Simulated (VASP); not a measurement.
Here is a VASP 6.6.1 calculation.

File INCAR:

```
  PREC = Accurate
  ENCUT = 600
  EDIFF = 1E-6
  ISMEAR = -1
  SIGMA = 0.05
  LREAL = F
  LASPH = T
  NELM = 120
  ALGO = Normal
  ISIF = 2
  LWAVE = F
  LCHARG = F
  GGA = PE
  NBANDS = 19
  GGA_COMPAT = F
```

Contents of KPOINTS:

```
Automatic mesh
0
Gamma
  4 4 3
```

File POSCAR:

```
MgC2
1.0
    3.9507770000      0.0000000000      0.0000000000
    0.0000000000      3.9507770000      0.0000000000
    0.0000000000      0.0000000000      4.9870890000
Mg C
2 4
Direct
    0.5000000000      0.5000000000      0.0000000000
    0.0000000000      0.0000000000      0.5000000000
    0.8876550000      0.8876550000      0.0000000000
    0.1123450000      0.1123450000      0.0000000000
    0.3876550000      0.6123450000      0.5000000000
    0.6123450000      0.3876550000      0.5000000000
```

Potentials or basis: VASP PAW PBE potentials, release 64 (Mg, C).

The run is started by

```bash
$ cat potpaw_PBE.64/Mg/POTCAR potpaw_PBE.64/C/POTCAR > POTCAR
$ mpirun -np 1 vasp_std > vasp.out
```

Problem. Predict the band gap on the k mesh.

Solution. 2.66 eV (least direct gap 2.96 eV).

Problem. Estimate the pressure.

Solution. -0.5 GPa.

Problem. Estimate the largest force.

Solution. 0.008 eV/Å.

Forces in eV/Å, atoms in the order of the input:
```
Mg   0.000  0.000  0.000
Mg   0.000  0.000  0.000
C   -0.006 -0.006  0.000
C    0.006  0.006  0.000
C   -0.006  0.006  0.000
C    0.006 -0.006  0.000
```

Caveat: an odd mesh through Γ misses points on the zone boundary, where band edges can lie.
